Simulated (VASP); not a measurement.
Write the native input for VASP 6.6.1 that does the following.

```
Task                   : single point
Functional             : r2SCAN
Potentials or basis    : VASP PAW PBE potentials, release 64 (V_sv, Cu, B)
Cutoff                 : 520 eV
k mesh                 : 6 × 6 × 6
Occupations            : fermi-dirac, width 0.0224 eV
Spin                   : no spin polarisation
Dipole correction      : no
Further INCAR settings : ALGO = Normal; EDIFF = 1e-06; NBANDS = 36
```

VCuB:

```
V Cu B
1.0
     3.01916    0.00000    0.00000
     1.50958   -6.31655    0.00000
     0.00000    0.00000   -2.89493
V Cu B
2 2 2
Direct
  0.91337 0.17327 0.75000
  0.08663 0.82673 0.25000
  0.29582 0.40836 0.25000
  0.70418 0.59164 0.75000
  0.46344 0.07311 0.25000
  0.53656 0.92689 0.75000
```

The input as run:

POSCAR

```
VCuB
1.0
    3.0191633194      0.0000000000      0.0000000000
    1.5095816597     -6.3165472812      0.0000000000
    0.0000000000      0.0000000000     -2.8949275720
V Cu B
2 2 2
Direct
    0.9133656040      0.1732687919      0.7500000000
    0.0866343960      0.8267312081      0.2500000000
    0.2958218511      0.4083562979      0.2500000000
    0.7041781489      0.5916437021      0.7500000000
    0.4634437198      0.0731125603      0.2500000000
    0.5365562802      0.9268874397      0.7500000000
```

INCAR.step1

```
SYSTEM = VCuB
  PREC = Accurate
  ENCUT = 520
  ISMEAR = -1
  SIGMA = 0.0224
  LREAL = .FALSE.
  LASPH = .TRUE.
  NELM = 80
  NBANDS = 36
  GGA = PE
  ALGO = Normal
  EDIFF = 1E-4
  LWAVE = .TRUE.
  LCHARG = .FALSE.
```

INCAR.step2

```
SYSTEM = VCuB
  PREC = Accurate
  ENCUT = 520
  EDIFF = 1E-6
  ISMEAR = -1
  SIGMA = 0.0224
  LREAL = .FALSE.
  LASPH = .TRUE.
  NELM = 80
  ALGO = Normal
  ISIF = 2
  LWAVE = .FALSE.
  LCHARG = .TRUE.
  METAGGA = R2SCAN
  LMIXTAU = .TRUE.
  LELF = .TRUE.
  LVHAR = .TRUE.
  NBANDS = 36
  ISTART = 1
```

KPOINTS

```
regular mesh
0
G
  6 6 6
  0 0 0
```

Potentials or basis: VASP PAW PBE potentials, release 64 (V_sv, Cu, B).

Launch:

```bash
$ cat potpaw_PBE.64/V_sv/POTCAR potpaw_PBE.64/Cu/POTCAR potpaw_PBE.64/B/POTCAR > POTCAR
$ cp INCAR.step1 INCAR
$ mpirun -np 1 vasp_std > vasp.out
$ cp INCAR.step2 INCAR
$ mpirun -np 1 vasp_std > vasp.out
```

Results of the run:

The pressure is 20.9 GPa and the largest force is 0.035 eV/Å. The band gap on the k mesh is zero (bands 27 and 28 overlap by 2.69 eV).

Caveat: the k points lie up to 0.36 Å⁻¹ apart, too coarse for converged energies and pressures of a metal; the PAW data sets were made with another functional, which shifts forces and pressure a little.

Run time: 11 min on 1 thread of Oxide Virtual Turin-like Processor, on a shared host, peak memory 0.2 GiB.
